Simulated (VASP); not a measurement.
Co, 2 atoms in the cell. Symmetry: P6_3/mmc, No. 194, hexagonal system. The conventional cell has a = 2.494 Å, b = 2.494 Å, c = 4.024 Å, α = 90.00°, β = 90.00°, γ = 120.00°. Within 3.3 Å of Co (site symmetry -6m2) lie 12 Co at 2.47 to 2.49 Å. 

```yaml
Program: VASP 6.6.1
Task: single point
Functional: LDA
Potentials_or_basis: VASP PAW LDA potentials, release 64 (Co)
Cutoff: 520 eV
k_mesh: 24 × 24 × 12
Occupations: gaussian, width 0.15 eV
Spin: collinear spin, ferromagnetic start
Starting_moments: "[1.1, 1.1] μB"
Fixed_moment: 2.2 μB
Dipole_correction: no
Further_INCAR_settings: ALGO = Fast; EDIFF = 1e-06; NBANDS = 20
```

Potentials or basis: VASP PAW LDA potentials, release 64 (Co).

Run with:

```bash
$ cat potpaw_LDA.64/Co/POTCAR > POTCAR
$ mpirun -np 1 vasp_std > vasp.out
```

Hardware: 1 thread of Intel(R) Xeon(R) 6975P-C (Granite Rapids) (shared host).

Question: Estimate the wall time of this run.

Answer: Run time: 2.8 min on 1 thread of Intel(R) Xeon(R) 6975P-C (Granite Rapids), with other jobs on the host, peak memory 0.33 GiB. Counts: scf iterations 13, k points 427.
